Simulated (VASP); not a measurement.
A run of VASP 6.6.1 is set up as follows.

Contents of INCAR:

```
SYSTEM = CdTe
PREC     = Accurate       ! precision mode
ENCUT    = 520            ! plane-wave cutoff, eV
EDIFF    = 1E-6           ! SCF threshold, eV
ISMEAR   = 0              ! smearing method
SIGMA    = 0.05           ! smearing width, eV
LREAL    = .False.        ! projectors in reciprocal space
LASPH    = .True.         ! aspherical terms in the spheres
NELM     = 60             ! most SCF steps
ALGO     = Normal         ! electronic algorithm
ISIF     = 2              ! what is computed and relaxed
LWAVE    = .False.        ! write WAVECAR
LCHARG   = .False.        ! write CHGCAR
GGA      = PE             ! functional
NBANDS   = 16             ! bands
```

Contents of KPOINTS:

```
regular mesh
0
Gamma
  6 6 6
  0 0 0
```

The input POSCAR:

```
CdTe
1.0
    0.0000000000      3.2156472731      3.2156472731
    3.2156472731      0.0000000000      3.2156472731
    3.2156472731      3.2156472731      0.0000000000
Cd Te
1 1
Direct
    0.0000000000      0.0000000000      0.0000000000
    0.2500000000      0.2500000000      0.2500000000
```

Potentials or basis: VASP PAW PBE potentials, release 64 (Cd, Te).

The run is started by

```bash
$ cat potpaw_PBE.64/Cd/POTCAR potpaw_PBE.64/Te/POTCAR > POTCAR
$ mpirun -np 1 vasp_std > vasp.out
```

(1) What does it give for the band gap on the k mesh?

(2) Predict the pressure.

Results:

(1) 0.84 eV, direct.

(2) 3.9 GPa.

Caveat: spin-orbit coupling is left out, which moves the levels of the heavy elements.
